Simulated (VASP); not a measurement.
# AlN (P3m1) in VASP: single point with LDA

Aim: the single point of AlN with LDA.

Everything below comes from runs of VASP 6.6.1. Logs are shortened: lines on timing, memory, paths and dates and some standing lists are left out, and cuts for length are marked.

### 1 The cell of the first run

The structure is trigonal, space group P3m1 (No. 156). The conventional cell has a = 3.276 Å, b = 3.276 Å, c = 4.101 Å, α = 90.00°, β = 90.00°, γ = 120.00°. Within 2.2 Å of Al (site symmetry 3m) lie 4 N at 1.65 to 1.91 Å. Within 2.4 Å of Al (site symmetry 3m) lie 5 N at 1.80 to 2.30 Å. Within 2.2 Å of N (site symmetry 3m) lie 4 Al at 1.65 to 1.94 Å. N (site symmetry 3m) has 5 Al at 1.80 to 2.30 Å within 2.4 Å.

### 2 Single point, LDA (mode 4 frozen in at -0.216 Å and mode 10 at -0.078 Å (largest displacements))

Contents of INCAR:

```
PREC = Accurate
ENCUT = 520
EDIFF = 1E-7
ISMEAR = 0
SIGMA = 0.05
LREAL = F
LASPH = T
NELM = 80
ALGO = Normal
ISIF = 2
LWAVE = F
LCHARG = T
LELF = T
LVHAR = T
NBANDS = 16
```

Contents of KPOINTS:

```
regular mesh
0
Gamma
  9 9 6
```

Contents of POSCAR:

```
AlN
1.0
    3.2758593918      0.0000000000      0.0000000000
   -1.6379296959      2.8369774526      0.0000000000
    0.0000000000      0.0000000000      4.1006874222
Al N
2 2
Direct
    0.3333333333      0.6666666667      0.7764639586
    0.6666666667      0.3333333333      0.2782257363
    0.3333333333      0.6666666667      0.1783047036
    0.6666666667      0.3333333333      0.7163471058
```

Potentials or basis: VASP PAW LDA potentials, release 64 (Al, N).

The run is started by

```sh
> cat potpaw_LDA.64/Al/POTCAR potpaw_LDA.64/N/POTCAR > POTCAR
> mpirun -np 1 vasp_std > vasp.out
```

OUTCAR:

```text
PREC = Accurate
   ENCUT = 520
   EDIFF = 1E-7
   ISMEAR = 0
   LREAL = F
   LASPH = T
   NELM = 80
   ISIF = 2

 ion  position               nearest neighbor table
   1  0.333  0.667  0.776-   3 1.65   4 1.91   4 1.91   4 1.91   3 2.45   2 2.78   2 2.78   2 2.78
                             2 2.79   2 2.79   2 2.79
   2  0.667  0.333  0.278-   4 1.80   3 1.94   3 1.94   3 1.94   4 2.30   1 2.78   1 2.78   1 2.78
                             1 2.79   1 2.79   1 2.79
   3  0.333  0.667  0.178-   1 1.65   2 1.94   2 1.94   2 1.94   1 2.45
   4  0.667  0.333  0.716-   2 1.80   1 1.91   1 1.91   1 1.91   2 2.30

  LATTYP: Found a hexagonal cell.
 ALAT       =     3.2758593918
 C/A-ratio  =     1.2517898151

  Lattice vectors:

 A1 = (   3.2758593918,   0.0000000000,   0.0000000000)
 A2 = (  -1.6379296959,   2.8369774526,   0.0000000000)
 A3 = (   0.0000000000,   0.0000000000,   4.1006874222)

Analysis of symmetry for initial positions (statically):
=====================================================================
 Subroutine PRICEL returns:
 Original cell was already a primitive cell.

 Routine SETGRP: Setting up the symmetry group for a
 hexagonal supercell.

 Subroutine GETGRP returns: Found  6 space group operations
 (whereof  6 operations were pure point group operations)
 out of a pool of 24 trial point group operations.

The static configuration has the point symmetry C_3v.

Analysis of symmetry for dynamics (positions and initial velocities):
=====================================================================
 Subroutine PRICEL returns:
 Original cell was already a primitive cell.

 Routine SETGRP: Setting up the symmetry group for a
 hexagonal supercell.

 Subroutine GETGRP returns: Found  6 space group operations
 (whereof  6 operations were pure point group operations)
 out of a pool of 24 trial point group operations.

The dynamic configuration has the point symmetry C_3v.

 Subroutine INISYM returns: Found  6 space group operations
 (whereof  6 operations are pure point group operations),
 and found     1 'primitive' translations

----------------------------------------------------------------------------------------

                                     Primitive cell

  volume of cell :      38.1099

  direct lattice vectors                    reciprocal lattice vectors
     3.275859392  0.000000000  0.000000000     0.305263407  0.176243910  0.000000000
    -1.637929696  2.836977453  0.000000000     0.000000000  0.352487821  0.000000000
     0.000000000  0.000000000  4.100687422     0.000000000  0.000000000  0.243861552

  length of vectors
     3.275859392  3.275859392  4.100687422     0.352487821  0.352487821  0.243861552

  position of ions in fractional coordinates (direct lattice)
     0.333333333  0.666666667  0.776463959
     0.666666667  0.333333333  0.278225736
     0.333333333  0.666666667  0.178304704
     0.666666667  0.333333333  0.716347106

  ion indices of the primitive-cell ions
   primitive index   ion index
                 1           1
                 2           2
                 3           3
                 4           4

----------------------------------------------------------------------------------------

 KPOINTS: regular mesh

Automatic generation of k-mesh.
 Grid dimensions read from file:
 generate k-points for:    9    9    6

 Generating k-lattice:

  Cartesian coordinates                     Fractional coordinates (reciprocal lattice)
     0.033918156  0.019582657  0.000000000     0.111111111  0.000000000  0.000000000
     0.000000000  0.039165313  0.000000000     0.000000000  0.111111111  0.000000000
     0.000000000  0.000000000  0.040643592     0.000000000  0.000000000  0.166666667

  Length of vectors
     0.039165313  0.039165313  0.040643592

  Shift w.r.t. Gamma in fractional coordinates (k-lattice)
     0.000000000  0.000000000  0.000000000

 Subroutine IBZKPT returns following result:
 ===========================================

 Found     62 irreducible k-points:

 Following reciprocal coordinates:
            Coordinates               Weight
  0.000000  0.000000  0.000000      1.000000
  0.111111  0.000000  0.000000      6.000000
  0.222222  0.000000  0.000000      6.000000
  0.333333  0.000000  0.000000      6.000000
  0.444444  0.000000  0.000000      6.000000
  0.111111  0.111111  0.000000      6.000000
[... 16 lines left out ...]
  0.222222  0.111111  0.166667     12.000000
 -0.111111  0.333333  0.166667     12.000000
 [... further k-points ...]
   k-points           NKPTS =     62   k-points in BZ     NKDIM =     62   number of bands    NBANDS=     16
   number of dos      NEDOS =    301   number of ions     NIONS =      4
   total plane-waves  NPLWV =  17280
   dimension x,y,z NGX =    24 NGY =   24 NGZ =   30
   dimension x,y,z NGXF=    48 NGYF=   48 NGZF=   60
   ions per type =               2   2
   NGX,Y,Z   is equivalent  to a cutoff of  12.18, 12.18, 12.16 a.u.
   NGXF,Y,Z  is equivalent  to a cutoff of  24.36, 24.36, 24.32 a.u.
 SYSTEM =  unknown system
   PREC   = accura    normal or accurate (medium, high low for compatibility)
   ISTART =      0    job   : 0-new  1-cont  2-samecut
   ICHARG =      2    charge: 1-file 2-atom 10-const
   ISPIN  =      1    spin polarized calculation?
   LNONCOLLINEAR =      F non collinear calculations
   LSORBIT =      F    spin-orbit coupling
   LASPH  =      T    aspherical Exc in radial PAW
   ENCUT  =  520.0 eV  38.22 Ry    6.18 a.u.   6.09  6.09  7.62*2*pi/ulx,y,z
   NELM   =     80;   NELMIN=  2; NELMDL= -5     # of ELM steps
   EDIFF  = 0.1E-06   stopping-criterion for ELM
   LREAL  =      F    real-space projection
   EDIFFG = 0.1E-05   stopping-criterion for IOM
   NSW    =      0    number of steps for IOM
   IBRION =     -1    ionic relax: 0-MD 1-quasi-New 2-CG
   NFREE  =      0    steps in history (QN), initial steepest desc. (CG)
   ISIF   =      2    stress and relaxation
   ISYM   =      2    0-nonsym 1-usesym 2-fastsym
   POTIM  = 0.5000    time-step for ionic-motion
   TEBEG  =    0.0;   TEEND  =   0.0 temperature during run
   PSTRESS=    0.0 pullay stress
   NELECT =      16.0000    total number of electrons
   NUPDOWN=      -1.0000    fix difference up-down
   EMIN   =  10.00;   EMAX   =-10.00  energy-range for DOS
   EFERMI =   0.00;   METHOD = LEGACY
   ISMEAR =     0;   SIGMA  =   0.05  broadening in eV -4-tet -1-fermi 0-gaus
   EFERMI_NEDOS =   21; number of points for ismear=-14 and -15
   IALGO  =     38    algorithm
   IMIX   =      4    mixing-type and parameters
     AMIX     =   0.40;   BMIX     =  1.00
     AMIX_MAG =   1.60;   BMIX_MAG =  1.00
  volume/ion in A,a.u.               =       9.53        64.29
  Fermi-wavevector in a.u.,A,eV,Ry     =   1.225845  2.316511 20.445420  1.502696
  Thomas-Fermi vector in A             =   2.360868
   LORBIT       =      0    0 simple, 1 ext, 2 COOP (PROOUT), +10 PAW based schemes
   GGA     = CA    functional components
   LHFCALC =     F    Hartree Fock is set to
   AEXX    =    0.0000 exact exchange contribution
   IVDW    =     0    specifies the selected vdW correction
   LEPSILON=     F    determine dielectric tensor
   LRPA    =     F    only Hartree local field effects (RPA)
 non-spin polarized calculation
 Gauss-broadening in eV      SIGMA  =   0.05
  energy-cutoff  :      520.00
  volume of cell :       38.11
 maximum number of plane-waves:      1047
   NGX = 13   NGY = 13   NGZ = 15

 number of electron      15.9999996 magnetization

 Free energy of the ion-electron system (eV)
  ---------------------------------------------------
  ext. energy  EPLUGINS =         0.00000000
  ---------------------------------------------------
  free energy    TOTEN  =       -31.54999071 eV

  energy without entropy =      -31.54999071  energy(sigma->0) =      -31.54999071

 E-fermi :   7.7590     XC(G=0): -11.6418

 val. band max:        7.5031428199   @ k =   0.0000   0.0000   0.0000
 cond. band min:      11.5544034534   @ k =   0.0000   0.0000   0.0000
 fundamental gap:      4.0512606335
 Fermi energy:         7.7590010707

 k-point     1 :       0.0000    0.0000    0.0000
  band No.  band energies     occupation
      1      -8.8701      2.00000
      2      -4.9871      2.00000
      3       1.1672      2.00000
      4       4.7506      2.00000
      5       4.7506      2.00000
      6       6.4897      2.00000
[... 8 lines left out ...]
     15      19.5600      0.00000
     16      20.4089      0.00000

 k-point     2 :       0.1111    0.0000    0.0000
  band No.  band energies     occupation
      1      -8.7236      2.00000
      2      -4.9846      2.00000
      3       1.3179      2.00000
      4       4.2180      2.00000
      5       4.5360      2.00000
      6       5.9451      2.00000
[... 8 lines left out ...]
     15      19.4589      0.00000
     16      20.1646      0.00000

 k-point     3 :       0.2222    0.0000    0.0000
  band No.  band energies     occupation
      1      -8.3024      2.00000
      2      -5.0252      2.00000
      3       1.7436      2.00000
      4       3.1045      2.00000
      5       4.1029      2.00000
      6       5.0019      2.00000
[... 8 lines left out ...]
     15      18.8413      0.00000
     16      20.5906      0.00000

 k-point     4 :       0.3333    0.0000    0.0000
  band No.  band energies     occupation
      1      -7.6744      2.00000
      2      -5.2256      2.00000
      3       1.9417      2.00000
      4       2.5579      2.00000
      5       3.7133      2.00000
      6       4.1917      2.00000
[... 8 lines left out ...]
     15      19.6973      0.00000
     16      21.2740      0.00000
[... 324 lines left out ...]
 k-point    22 :       0.1111    0.1111    0.1667
  band No.  band energies     occupation
      1      -8.2730      2.00000
      2      -5.3247      2.00000
      3       1.7277      2.00000
      4       3.9124      2.00000
      5       4.0581      2.00000
      6       5.0873      2.00000
[... 8 lines left out ...]
     15      19.6819      0.00000
     16      20.6505      0.00000

 k-point    23 :       0.2222    0.1111    0.1667
  band No.  band energies     occupation
      1      -7.7574      2.00000
      2      -5.3288      2.00000
      3       1.5839      2.00000
      4       2.9568      2.00000
      5       3.9526      2.00000
      6       4.4270      2.00000
[... 8 lines left out ...]
     15      19.4118      0.00000
     16      21.2845      0.00000

 k-point    24 :      -0.1111    0.3333    0.1667
  band No.  band energies     occupation
      1      -7.7569      2.00000
      2      -5.3309      2.00000
      3       1.6349      2.00000
      4       2.9632      2.00000
      5       3.8937      2.00000
      6       4.3245      2.00000
[... 8 lines left out ...]
     15      19.9542      0.00000
     16      21.0546      0.00000

 [... further k-points ...]

------------------------ aborting loop because EDIFF is reached ----------------------------------------

  FORCE on cell =-STRESS in cart. coord.  units (eV):
  Direction    XX          YY          ZZ          XY          YZ          ZX
  --------------------------------------------------------------------------------------
  -------------------------------------------------------------------------------------
  Total       -1.3150453     -1.3150453     14.0042980     -0.0000000     -0.0000000     -0.0000000
  in kB      -55.2857853    -55.2857854    588.7543431     -0.0000000     -0.0000000     -0.0000000
  external PRESSURE =     159.3942575 kB  Pullay stress =       0.0000000 kB

 VOLUME and BASIS-vectors are now :
 -----------------------------------------------------------------------------
  energy-cutoff  :      520.00
  volume of cell :       38.11
      direct lattice vectors                 reciprocal lattice vectors
     3.275859392  0.000000000  0.000000000     0.305263407  0.176243910  0.000000000
    -1.637929696  2.836977453  0.000000000     0.000000000  0.352487821  0.000000000
     0.000000000  0.000000000  4.100687422     0.000000000  0.000000000  0.243861552

 POSITION                                       TOTAL-FORCE (eV/Angst)
 -----------------------------------------------------------------------------------
     -0.00000      1.89132      3.18404        -0.000000      0.000000     -4.773099
      1.63793      0.94566      1.14092         0.000000      0.000000     -2.356892
     -0.00000      1.89132      0.73117        -0.000000      0.000000      7.020583
      1.63793      0.94566      2.93752         0.000000     -0.000000      0.109409
 -----------------------------------------------------------------------------------
    total drift:                               -0.000000      0.000000     -0.000325

  FREE ENERGIE OF THE ION-ELECTRON SYSTEM (eV)
  ---------------------------------------------------
  free  energy   TOTEN  =       -31.5499907090 eV

  energy  without entropy=      -31.5499907090  energy(sigma->0) =      -31.54999071
```

Wall time 59 s (1 thread of AMD EPYC 7R13, shared host); peak memory 0.12 GiB.

Results:

* Free energy: -31.5500 eV
* Pressure: 15.9 GPa
* Largest force: 7.021 eV/Å
* Band gap on the k mesh: 4.05 eV, direct

Forces on the atoms (eV/Å):
```
Al   0.000  0.000 -4.773
Al   0.000  0.000 -2.357
N    0.000  0.000  7.021
N    0.000  0.000  0.109
```

Levels at points of the mesh, in eV from the valence-band top:
```csv
k point,band 4,band 5,band 6,band 7,band 8,band 9,band 10,band 11,band 12,band 13
"(0.00, 0.00, 0.00)",-2.75,-2.75,-1.01,-1.01,0.00,4.05,5.10,8.88,8.88,11.78
"(0.00, 0.00, 0.50)",-3.10,-2.12,-2.12,-1.72,-1.72,5.85,6.31,8.95,8.95,9.17
```

Caveat: the cell differs from its parent crystal (mode 4 frozen in at -0.216 Å and mode 10 at -0.078 Å (largest displacements)); forces of over 1 eV/Å act on the atoms, so gaps and moduli don't describe the material at rest. A k mesh can miss the band edges.
